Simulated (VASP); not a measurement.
Set up this calculation in VASP 6.6.1, as the native input.

```
Task                   : relaxation of cell and atoms
Functional             : PBE
Potentials or basis    : VASP PAW PBE potentials, release 64 (Ru_pv, Ir)
Cutoff                 : 600 eV
k mesh                 : 6 × 6 × 2
Occupations            : gaussian, width 0.1 eV
Spin                   : no spin polarisation
Dipole correction      : no
Further INCAR settings : ALGO = Fast; EDIFF = 1e-07; IBRION = 2; EDIFFG = -0.04; NSW = 90; ISIF = 3
```

The structure of Ir2Ru lies in POSCAR:

```
Ir2Ru
1.0
    2.5744987700      0.0000000000      0.0000000000
   -1.2872493800      2.2295813300      0.0000000000
    0.0000000000      0.0000000000     14.5652086700
Ru Ir
2 4
Direct
    0.3333333300      0.6666666700      0.7500000000
    0.6666666700      0.3333333300      0.2500000000
    0.3333333300      0.6666666700      0.0833333300
    0.3333333300      0.6666666700      0.4166666700
    0.6666666700      0.3333333300      0.9166666700
    0.6666666700      0.3333333300      0.5833333300
```

One way to write it, as run:

INCAR

```
SYSTEM = Ir2Ru
ALGO = Fast
EDIFF = 1E-7
EDIFFG = -0.04
ENCUT = 600
GGA = PE
IBRION = 2
ISIF = 3
ISMEAR = 0
LASPH = .TRUE.
LCHARG = .FALSE.
LREAL = .FALSE.
LWAVE = .FALSE.
NELM = 100
NSW = 90
PREC = Accurate
SIGMA = 0.1
```

KPOINTS

```
k-points
0
G
  6 6 2
  0 0 0
```

Potentials or basis: VASP PAW PBE potentials, release 64 (Ru_pv, Ir).

Launch:

```sh
$ cat potpaw_PBE.64/Ru_pv/POTCAR potpaw_PBE.64/Ir/POTCAR > POTCAR
$ mpirun -np 1 vasp_std > vasp.out
```

Results of the run:

```json
{"Relaxed volume": "14.34 Å³/atom", "Relaxed cell": "a = 2.766 Å, b = 2.766 Å, c = 12.984 Å, α = 90.00°, β = 90.00°, γ = 120.00°", "Space group after relaxing (to 0.1 Å)": "P6_3/mmc (No. 194)", "Energy gained by relaxing": "393.5 meV/atom", "Ionic steps": "14", "Pressure after relaxing": "0.0 GPa", "Largest force after relaxing": "0.005 eV/Å"}
```

Caveat: the k points lie up to 0.44 Å⁻¹ apart in the final cell; the highest band is partly filled, so the run has too few bands.

Wall time 34 min on 1 thread of Intel(R) Xeon(R) Platinum 8259CL CPU @ 2.50GHz (Skylake/Cascade Lake), with other jobs on the host, peak memory 0.29 GiB.
